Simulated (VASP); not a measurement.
# AgH16O8F in VASP: further runs

The runs below take AgH16O8F through single point, with PBE.

Program: VASP 6.6.1. These are calculated values, not measurements. Logs are shortened: lines on timing, memory, paths and dates and some standing lists are left out, and cuts for length are marked.

### 1 The cell of the first run

The cell holds a disordered packing, 26 atoms: a = 6.573 Å, b = 6.573 Å, c = 6.573 Å, α = 90.00°, β = 90.00°, γ = 90.00°.

### 2 Single point, PBE

Contents of INCAR:

```
PREC     = Accurate       # precision mode
ENCUT    = 520            # plane-wave cutoff, eV
EDIFF    = 1E-6           # SCF threshold, eV
ISMEAR   = -1             # smearing method
SIGMA    = 0.05           # smearing width, eV
LREAL    = False          # projectors in reciprocal space
LASPH    = True           # aspherical terms in the spheres
NELM     = 120            # most SCF steps
ALGO     = Normal         # electronic algorithm
ISIF     = 2              # what is computed and relaxed
LWAVE    = False          # write WAVECAR
LCHARG   = False          # write CHGCAR
GGA      = PE             # functional
NBANDS   = 60             # bands
GGA_COMPAT= False
```

Contents of KPOINTS:

```
regular mesh
0
Gamma
  1 1 1
```

Contents of POSCAR:

```
AgH16O8F
1.0
    6.5731380000      0.0000000000      0.0000000000
    0.0000000000      6.5731380000      0.0000000000
    0.0000000000      0.0000000000      6.5731380000
O H Ag F
8 16 1 1
Direct
    0.9235315005      0.6879514777      0.5358932066
    0.2691864981      0.4913939126      0.7036061011
    0.4946800143      0.7236726203      1.1036433436
    0.1581892849      0.0178757847      0.6178327612
    0.7916918829      0.4588219508      0.1428997839
    0.5765282883     -0.1040598874      0.6816987564
    0.9060816919      0.2664024397      0.8223013118
    0.7237334740      1.1006158702      0.3472770540
    0.7954496011      0.7260611294      0.5920764177
    0.9048189769      0.6079136023      0.4148703405
    0.1272603740      0.5190519353      0.6831744594
    0.3439757388      0.4592631404      0.5884099801
    0.6039124692      0.6158550148      1.0848699662
    0.4683912007      0.8173113055      1.0001463532
    0.1804008983      0.0971834153      0.4819007299
    0.0988112527     -0.1078632458      0.5818682036
    0.7479228338      0.3402028072      0.2188756725
    0.8519066540      0.3914112255      0.0144071218
    0.6124624190      0.0215878626      0.6139076952
    0.4179738810     -0.0858950474      0.6879666911
    0.7932436532      0.1844628852      0.7662398081
    1.0241531518      0.1971204621      0.7705908502
    0.5792667064      1.0670550352      0.3045729452
    0.8123973664      0.9751811083      0.3129859741
    0.3008304405      0.4508805383      0.1490916515
    0.2232115011      0.1700101230      0.2813876721
```

Potentials or basis: VASP PAW PBE potentials, release 64 (O, H, Ag, F).

Started as:

```bash
$ cat potpaw_PBE.64/O/POTCAR potpaw_PBE.64/H/POTCAR potpaw_PBE.64/Ag/POTCAR potpaw_PBE.64/F/POTCAR > POTCAR
$ mpirun -np 1 vasp_gam > vasp.out
```

OUTCAR:

```text
PREC = Accurate
   ENCUT = 520
   EDIFF = 1E-6
   ISMEAR = -1
   LREAL = False
   LASPH = True
   NELM = 120
   ISIF = 2
   GGA = PE

 ion  position               nearest neighbor table
   1  0.924  0.688  0.536-   9 0.95  10 0.96
   2  0.269  0.491  0.704-  12 0.93  11 0.96
   3  0.495  0.724  0.104-  14 0.93  13 1.02  25 2.22
   4  0.158  0.018  0.618-  16 0.94  15 1.04
   5  0.792  0.459  0.143-  17 0.97  18 1.03
   6  0.577  0.896  0.682-  19 0.97  20 1.05
   7  0.906  0.266  0.822-  22 0.96  21 0.99
   8  0.724  0.101  0.347-  23 1.01  24 1.03
   9  0.795  0.726  0.592-   1 0.95
  10  0.905  0.608  0.415-   1 0.96
  11  0.127  0.519  0.683-   2 0.96
  12  0.344  0.459  0.588-   2 0.93
  13  0.604  0.616  0.085-   3 1.02
  14  0.468  0.817  0.000-   3 0.93
[... 8 lines left out ...]
  23  0.579  0.067  0.305-   8 1.01
  24  0.812  0.975  0.313-   8 1.03
  25  0.301  0.451  0.149-  26 2.10   3 2.22
  26  0.223  0.170  0.281-  25 2.10

  LATTYP: Found a simple cubic cell.
 ALAT       =     6.5731380000

  Lattice vectors:

 A1 = (   6.5731380000,   0.0000000000,   0.0000000000)
 A2 = (   0.0000000000,   6.5731380000,   0.0000000000)
 A3 = (   0.0000000000,   0.0000000000,   6.5731380000)

Analysis of symmetry for initial positions (statically):
=====================================================================
 Subroutine PRICEL returns:
 Original cell was already a primitive cell.

 Routine SETGRP: Setting up the symmetry group for a
 simple cubic supercell.

 Subroutine GETGRP returns: Found  1 space group operations
 (whereof  1 operations were pure point group operations)
 out of a pool of 48 trial point group operations.

The static configuration has the point symmetry C_1 .

Analysis of symmetry for dynamics (positions and initial velocities):
=====================================================================
 Subroutine PRICEL returns:
 Original cell was already a primitive cell.

 Routine SETGRP: Setting up the symmetry group for a
 simple cubic supercell.

 Subroutine GETGRP returns: Found  1 space group operations
 (whereof  1 operations were pure point group operations)
 out of a pool of 48 trial point group operations.

The dynamic configuration has the point symmetry C_1 .

 Subroutine INISYM returns: Found  1 space group operations
 (whereof  1 operations are pure point group operations),
 and found     1 'primitive' translations

----------------------------------------------------------------------------------------

                                     Primitive cell

  volume of cell :     283.9999

  direct lattice vectors                    reciprocal lattice vectors
     6.573138000  0.000000000  0.000000000     0.152134338  0.000000000  0.000000000
     0.000000000  6.573138000  0.000000000     0.000000000  0.152134338  0.000000000
     0.000000000  0.000000000  6.573138000     0.000000000  0.000000000  0.152134338

  length of vectors
     6.573138000  6.573138000  6.573138000     0.152134338  0.152134338  0.152134338

  position of ions in fractional coordinates (direct lattice)
     0.923531500  0.687951478  0.535893207
     0.269186498  0.491393913  0.703606101
     0.494680014  0.723672620  0.103643344
     0.158189285  0.017875785  0.617832761
     0.791691883  0.458821951  0.142899784
     0.576528288  0.895940113  0.681698756
[... 18 lines left out ...]
     0.300830441  0.450880538  0.149091652
     0.223211501  0.170010123  0.281387672

  ion indices of the primitive-cell ions
   primitive index   ion index
                 1           1
                 2           2
                 3           3
                 4           4
                 5           5
                 6           6
[... 18 lines left out ...]
                25          25
                26          26

----------------------------------------------------------------------------------------

 KPOINTS: regular mesh

Automatic generation of k-mesh.
 Grid dimensions read from file:
 generate k-points for:    1    1    1

 Generating k-lattice:

  Cartesian coordinates                     Fractional coordinates (reciprocal lattice)
     0.152134338  0.000000000  0.000000000     1.000000000  0.000000000  0.000000000
     0.000000000  0.152134338  0.000000000     0.000000000  1.000000000  0.000000000
     0.000000000  0.000000000  0.152134338     0.000000000  0.000000000  1.000000000

  Length of vectors
     0.152134338  0.152134338  0.152134338

  Shift w.r.t. Gamma in fractional coordinates (k-lattice)
     0.000000000  0.000000000  0.000000000

 Subroutine IBZKPT returns following result:
 ===========================================

 Found      1 irreducible k-points:

 Following reciprocal coordinates:
            Coordinates               Weight
  0.000000  0.000000  0.000000      1.000000
   k-points           NKPTS =      1   k-points in BZ     NKDIM =      1   number of bands    NBANDS=     60
   number of dos      NEDOS =    301   number of ions     NIONS =     26
   total plane-waves  NPLWV = 125000
   dimension x,y,z NGX =    50 NGY =   50 NGZ =   50
   dimension x,y,z NGXF=   100 NGYF=  100 NGZF=  100
   ions per type =               8  16   1   1
   NGX,Y,Z   is equivalent  to a cutoff of  12.65, 12.65, 12.65 a.u.
   NGXF,Y,Z  is equivalent  to a cutoff of  25.29, 25.29, 25.29 a.u.
 SYSTEM =  unknown system
   PREC   = accura    normal or accurate (medium, high low for compatibility)
   ISTART =      0    job   : 0-new  1-cont  2-samecut
   ICHARG =      2    charge: 1-file 2-atom 10-const
   ISPIN  =      1    spin polarized calculation?
   LNONCOLLINEAR =      F non collinear calculations
   LSORBIT =      F    spin-orbit coupling
   LASPH  =      T    aspherical Exc in radial PAW
   ENCUT  =  520.0 eV  38.22 Ry    6.18 a.u.  12.22 12.22 12.22*2*pi/ulx,y,z
   NELM   =    120;   NELMIN=  2; NELMDL= -5     # of ELM steps
   EDIFF  = 0.1E-05   stopping-criterion for ELM
   LREAL  =      F    real-space projection
   EDIFFG = 0.1E-04   stopping-criterion for IOM
   NSW    =      0    number of steps for IOM
   IBRION =     -1    ionic relax: 0-MD 1-quasi-New 2-CG
   NFREE  =      0    steps in history (QN), initial steepest desc. (CG)
   ISIF   =      2    stress and relaxation
   ISYM   =      2    0-nonsym 1-usesym 2-fastsym
   POTIM  = 0.5000    time-step for ionic-motion
   TEBEG  =    0.0;   TEEND  =   0.0 temperature during run
   PSTRESS=    0.0 pullay stress
   NELECT =      82.0000    total number of electrons
   NUPDOWN=      -1.0000    fix difference up-down
   EMIN   =  10.00;   EMAX   =-10.00  energy-range for DOS
   EFERMI =   0.00;   METHOD = LEGACY
   ISMEAR =    -1;   SIGMA  =   0.05  broadening in eV -4-tet -1-fermi 0-gaus
   EFERMI_NEDOS =   21; number of points for ismear=-14 and -15
   IALGO  =     38    algorithm
   IMIX   =      4    mixing-type and parameters
     AMIX     =   0.40;   BMIX     =  1.00
     AMIX_MAG =   1.60;   BMIX_MAG =  1.00
  volume/ion in A,a.u.               =      10.92        73.71
  Fermi-wavevector in a.u.,A,eV,Ry     =   1.082032  2.044744 15.929604  1.170793
  Thomas-Fermi vector in A             =   2.218063
   LORBIT       =      0    0 simple, 1 ext, 2 COOP (PROOUT), +10 PAW based schemes
   GGA     = PE    functional components
   LHFCALC =     F    Hartree Fock is set to
   AEXX    =    0.0000 exact exchange contribution
   IVDW    =     0    specifies the selected vdW correction
   LEPSILON=     F    determine dielectric tensor
   LRPA    =     F    only Hartree local field effects (RPA)
 non-spin polarized calculation
  energy-cutoff  :      520.00
  volume of cell :      284.00
 maximum number of plane-waves:      3845
 NGX is ok and might be reduce to    50
   NGX = 25   NGY = 25   NGZ = 25

 number of electron      82.0000006 magnetization

 Free energy of the ion-electron system (eV)
  ---------------------------------------------------
  ext. energy  EPLUGINS =         0.00000000
  ---------------------------------------------------
  free energy    TOTEN  =      -122.33832469 eV

  energy without entropy =     -122.33832469  energy(sigma->0) =     -122.33832469

 E-fermi :  -1.5401     XC(G=0):  -7.0268

 val. band max:       -2.8193986670   @ k =   0.0000   0.0000   0.0000
 cond. band min:       0.6021411674   @ k =   0.0000   0.0000   0.0000
 fundamental gap:      3.4215398344
 Fermi energy:        -1.5401049997

 k-point     1 :       0.0000    0.0000    0.0000
  band No.  band energies     occupation
      1     -23.2192      2.00000
      2     -22.2989      2.00000
      3     -22.1389      2.00000
      4     -21.9493      2.00000
      5     -21.8212      2.00000
      6     -21.5642      2.00000
[... 45 lines left out ...]
     52       6.8556      0.00000
     53       7.1013      0.00000
 [bands above 53 left out]

------------------------ aborting loop because EDIFF is reached ----------------------------------------

  FORCE on cell =-STRESS in cart. coord.  units (eV):
  Direction    XX          YY          ZZ          XY          YZ          ZX
  --------------------------------------------------------------------------------------
  -------------------------------------------------------------------------------------
  Total       -1.0692521      1.6238264      3.8860855      2.2459390     -1.0091135     -1.5245964
  in kB       -6.0321541      9.1607691     21.9232373     12.6703990     -5.6928840     -8.6009661
  external PRESSURE =       8.3506174 kB  Pullay stress =       0.0000000 kB

 VOLUME and BASIS-vectors are now :
 -----------------------------------------------------------------------------
  energy-cutoff  :      520.00
  volume of cell :      284.00
      direct lattice vectors                 reciprocal lattice vectors
     6.573138000  0.000000000  0.000000000     0.152134338  0.000000000  0.000000000
     0.000000000  6.573138000  0.000000000     0.000000000  0.152134338  0.000000000
     0.000000000  0.000000000  6.573138000     0.000000000  0.000000000  0.152134338

 POSITION                                       TOTAL-FORCE (eV/Angst)
 -----------------------------------------------------------------------------------
      6.07050      4.52200      3.52250         1.601701     -0.005592      0.033260
      1.76940      3.23000      4.62490         0.113769      0.375522      3.455743
      3.25160      4.75680      0.68126        -0.240112     -1.895799      2.509180
      1.03980      0.11750      4.06110         1.425681      2.081718      0.216366
      5.20390      3.01590      0.93930         0.312802      0.697722     -0.960869
      3.78960      5.88914      4.48090        -2.273815     -0.030662      0.928450
[... 18 lines left out ...]
      1.97740      2.96370      0.98000        -0.142413      0.113482      0.006797
      1.46720      1.11750      1.84960         0.328083      0.378223     -0.449027
 -----------------------------------------------------------------------------------
    total drift:                                0.000084     -0.002223      0.000618

  FREE ENERGIE OF THE ION-ELECTRON SYSTEM (eV)
  ---------------------------------------------------
  free  energy   TOTEN  =      -122.3383246872 eV

  energy  without entropy=     -122.3383246872  energy(sigma->0) =     -122.33832469
```

It took 19 s on 1 thread of Intel Xeon 6975P-C (Granite Rapids), shared host; peak memory 0.33 GiB.

Results:

```
Free energy   : -122.3383 eV
Pressure      : 0.8 GPa
Largest force : 3.478 eV/Å
```

Forces in eV/Å, atoms in the order of the input:
```
O    1.602 -0.006  0.033
O    0.114  0.376  3.456
O   -0.240 -1.896  2.509
O    1.426  2.082  0.216
O    0.313  0.698 -0.961
O   -2.274 -0.031  0.928
O   -1.790  0.268  0.053
O   -0.422 -1.641 -0.782
H   -1.574  0.309  0.427
H   -0.406 -0.458 -0.709
H   -0.686  0.144 -0.916
H    0.738 -0.496 -2.353
H    0.515  0.793 -0.322
H    0.037  0.901 -2.070
H   -0.040 -0.661  0.668
H   -1.003 -1.614 -0.517
H    0.035 -0.805  0.626
H   -0.242  0.284  0.514
H    0.338  0.199 -0.616
H    1.615 -0.271 -0.380
H    0.490  0.461  0.456
H    1.277 -0.893 -0.551
H    1.461 -0.082  0.269
H   -1.471  1.846  0.464
Ag  -0.142  0.113  0.007
F    0.328  0.378 -0.449
```

Stress tensor (GPa, compression positive):
```
-0.60  1.27 -0.86
 1.27  0.92 -0.57
-0.86 -0.57  2.19
```

Levels at points of the mesh, in eV from the Fermi level:
```
           k point  band 39  band 40  band 41  band 42  band 43  band 44
(0.00, 0.00, 0.00)    -1.69    -1.57    -1.28     2.14     4.78     5.57
```

Caveat: the k points lie up to 0.96 Å⁻¹ apart.

### 3 Single point, PBE

Contents of INCAR:

```
  PREC = Accurate
  ENCUT = 520
  EDIFF = 1E-6
  ISMEAR = -1
  SIGMA = 0.05
  LREAL = F
  LASPH = T
  NELM = 120
  ALGO = Normal
  ISIF = 2
  LWAVE = F
  LCHARG = T
  GGA = PE
  LELF = T
  LVHAR = T
  NBANDS = 60
  GGA_COMPAT = F
```

KPOINTS is that of step 2.

Contents of POSCAR:

```
AgH16O8F
1.0
    6.5731380000      0.0000000000      0.0000000000
    0.0000000000      6.5731380000      0.0000000000
    0.0000000000      0.0000000000      6.5731380000
O H Ag F
8 16 1 1
Direct
    0.9033737007      0.6787625636      0.5083873182
    0.2550836450      0.5278300866      0.7361780629
    0.5574050020      0.7458842337      1.1049973392
    0.1455621349      0.0208880446      0.5933695596
    0.8572161424      0.4390901271      0.2070244075
    0.5611322933     -0.1123359954      0.7487595727
    0.9042865067      0.2612755125      0.8319009885
    0.7346110792      1.1044648690      0.3918676285
    0.8003483268      0.6892446195      0.6175132790
    0.8742095480      0.5790385049      0.4039470950
    0.1268496113      0.5188085204      0.6515153036
    0.2887357606      0.3874253058      0.7217709411
    0.6750656992      0.6617995849      1.1112196336
    0.5625775695      0.7937609099      0.9658248465
    0.2148288991      0.1052313218      0.4949994964
    0.1026602515     -0.1044097964      0.5168459874
    0.7566249180      0.3617298161      0.2870318560
    0.9526956531      0.3401875938      0.1542337921
    0.6350543682     -0.0123228814      0.6757046634
    0.4312552087     -0.1504304337      0.6820486653
    0.7759764058      0.2281862940      0.7729793593
    0.9739944605      0.1392181330      0.7595763241
    0.6929566974      0.9948520783      0.2959012879
    0.8844329755      1.0971015670      0.3620188714
    0.3240005002      0.4692735798      0.1491525052
    0.1932562499      0.1908981677      0.2277907447
```

Potentials or basis: VASP PAW PBE potentials, release 64 (O, H, Ag, F).

Started as:

```bash
$ cat potpaw_PBE.64/O/POTCAR potpaw_PBE.64/H/POTCAR potpaw_PBE.64/Ag/POTCAR potpaw_PBE.64/F/POTCAR > POTCAR
$ mpirun -np 1 vasp_gam > vasp.out
```

Run time: 19 s. Hardware: 1 thread of Intel Xeon 6975P-C (Granite Rapids), shared host; peak memory 0.33 GiB.

The run converged. Its results:

```yaml
Free_energy: -121.8734 eV
Pressure: 1.2 GPa
Largest_force: 2.525 eV/Å
```

Forces in eV/Å, atoms in the order of the input:
```
O    0.486  1.258  1.755
O   -0.939  0.315 -0.943
O   -1.275 -0.403  1.683
O   -0.196 -1.540  0.258
O   -1.122  1.395  0.234
O   -0.966 -1.459  0.526
O    1.235 -2.008 -0.904
O    0.972 -0.976 -0.870
H    0.239 -0.217 -0.766
H   -0.156 -0.654 -0.693
H    0.330  0.975  0.799
H    0.834 -1.116  0.289
H    1.439 -1.156  0.407
H   -0.356  0.853 -1.332
H    0.088  0.435 -1.052
H   -0.043  0.671  0.649
H    0.119 -0.627 -0.389
H    0.451 -0.600 -0.381
H    0.322  0.807 -1.299
H    0.570  0.571  0.116
H   -1.521  0.589 -0.060
H    0.408  1.494  0.827
H   -0.581  0.386  0.466
H   -0.744  0.280  0.724
Ag   0.457  0.585 -0.136
F   -0.053  0.142  0.093
```

Stress tensor (GPa, compression positive):
```
 0.52 -0.80  0.65
-0.80  1.59 -1.48
 0.65 -1.48  1.60
```

Levels at points of the mesh, in eV from the Fermi level:
```
           k point  band 37  band 38  band 39  band 40  band 41  band 42  band 43  band 44  band 45  band 46
(0.00, 0.00, 0.00)    -2.06    -1.76    -1.64    -1.59    -1.22     1.97     4.58     5.44     5.99     6.07
```

Caveat: the k points lie up to 0.96 Å⁻¹ apart.

[end of part 1 of 2]
